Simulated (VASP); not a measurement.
Write the native input for VASP 6.6.1 that does the following.

| Property | Result |
| --- | --- |
| Task | single point |
| Functional | PBE0 |
| Potentials or basis | VASP PAW PBE potentials, release 64 (Ti_sv) |
| Cutoff | 520 eV |
| k mesh | 5 × 5 × 3 |
| Occupations | fermi-dirac, width 0.05 eV |
| Spin | no spin polarisation |
| Dipole correction | no |
| Grid for exact exchange (PRECFOCK) | Normal |
| Further INCAR settings | ALGO = Normal; EDIFF = 1e-06; NBANDS = 19 |
| Share of exact exchange | 0.25 |

Crystal: Ti.

```xyz
2
Lattice="2.9291 0.0000 0.0000 -1.4646 2.5367 0.0000 0.0000 0.0000 4.5999" Properties=species:S:1:pos:R:3 pbc="T T T"
Ti    1.4646    0.8456    3.4500
Ti    0.0000    1.6911    1.1500
```

The input as run:

POSCAR

```
Ti
1.0
    2.9291326915      0.0000000000      0.0000000000
   -1.4645663458      2.5367033219      0.0000000000
    0.0000000000      0.0000000000      4.5999468411
Ti
2
Direct
    0.6666666667      0.3333333333      0.7500000000
    0.3333333333      0.6666666667      0.2500000000
```

INCAR.step1

```
SYSTEM = Ti
  ALGO = Normal
  EDIFF = 1E-5
  ENCUT = 520
  GGA = PE
  ISIF = 2
  ISMEAR = -1
  LASPH = .True.
  LCHARG = .False.
  LREAL = .False.
  LWAVE = .True.
  NBANDS = 19
  NELM = 60
  PREC = Accurate
  SIGMA = 0.05
```

INCAR.step2

```
SYSTEM = Ti
  AEXX = 0.25
  ALGO = Normal
  EDIFF = 1E-6
  ENCUT = 520
  GGA = PE
  ISIF = 2
  ISMEAR = -1
  ISTART = 1
  LASPH = .True.
  LCHARG = .False.
  LHFCALC = .True.
  LREAL = .False.
  LWAVE = .False.
  NBANDS = 19
  NELM = 60
  PREC = Accurate
  PRECFOCK = Normal
  SIGMA = 0.05
```

KPOINTS

```
k-points
0
Gamma
  5 5 3
  0 0 0
```

Potentials or basis: VASP PAW PBE potentials, release 64 (Ti_sv).

Launch:

```console
$ cat potpaw_PBE.64/Ti_sv/POTCAR > POTCAR
$ cp INCAR.step1 INCAR
$ mpirun -np 1 vasp_std > vasp.out
$ cp INCAR.step2 INCAR
$ mpirun -np 1 vasp_std > vasp.out
```

Results of the run:

```json
{
 "Pressure": "-1.1 GPa",
 "Band gap on the k mesh": "zero (bands 12 and 13 overlap by 1.79 eV)"
}
```

Caveat: the k points lie up to 0.50 Å⁻¹ apart, too coarse for converged energies and pressures of a metal; the PAW data sets were made with another functional, which shifts forces and pressure a little.

Run time: 32 min on 1 thread of Intel(R) Xeon(R) Platinum 8375C CPU @ 2.90GHz (Ice Lake), on a shared host, peak memory 0.16 GiB.
